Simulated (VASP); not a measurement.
Wanted: the native input for a VASP 6.6.1 run.

- Task: single point
- Functional: PBE
- Potentials or basis: VASP PAW PBE potentials, release 64 (Te, Mo_sv)
- Cutoff: 500 eV
- k mesh: 5 × 5 × 5
- Occupations: gaussian, width 0.2 eV
- Spin: no spin polarisation
- Dipole correction: no
- Further INCAR settings: ALGO = Normal; EDIFF = 1e-06; NBANDS = 24

The structure of TeMo2 lies in POSCAR:

```
TeMo2
1.0
    0.0000000000      3.1159222326      3.1159222326
    3.1159222326      0.0000000000      3.1159222326
    3.1159222326      3.1159222326      0.0000000000
Te Mo
1 2
Direct
    0.5000000000      0.5000000000      0.5000000000
    0.0000000000      0.0000000000      0.0000000000
    0.2500000000      0.2500000000      0.2500000000
```

The input as run:

INCAR

```
PREC = Accurate
ENCUT = 500
EDIFF = 1E-6
ISMEAR = 0
SIGMA = 0.2
LREAL = F
LASPH = T
NELM = 120
ALGO = Normal
ISIF = 2
LWAVE = F
LCHARG = T
GGA = PE
LELF = T
LVHAR = T
NBANDS = 24
GGA_COMPAT = F
```

KPOINTS

```
regular mesh
0
Gamma
  5 5 5
```

Potentials or basis: VASP PAW PBE potentials, release 64 (Te, Mo_sv).

Run with:

```sh
$ cat potpaw_PBE.64/Te/POTCAR potpaw_PBE.64/Mo_sv/POTCAR > POTCAR
$ mpirun -np 1 vasp_std > vasp.out
```

It gave:

```
Pressure               : 0.1 GPa
Band gap on the k mesh : 0.24 eV, indirect (least direct gap 0.51 eV)
```

Caveat: spin-orbit coupling is left out, which moves the levels of the heavy elements.

Run time: 12 s on 1 thread of Intel(R) Xeon(R) Platinum 8559C (Emerald Rapids), on a shared host, peak memory 0.17 GiB.
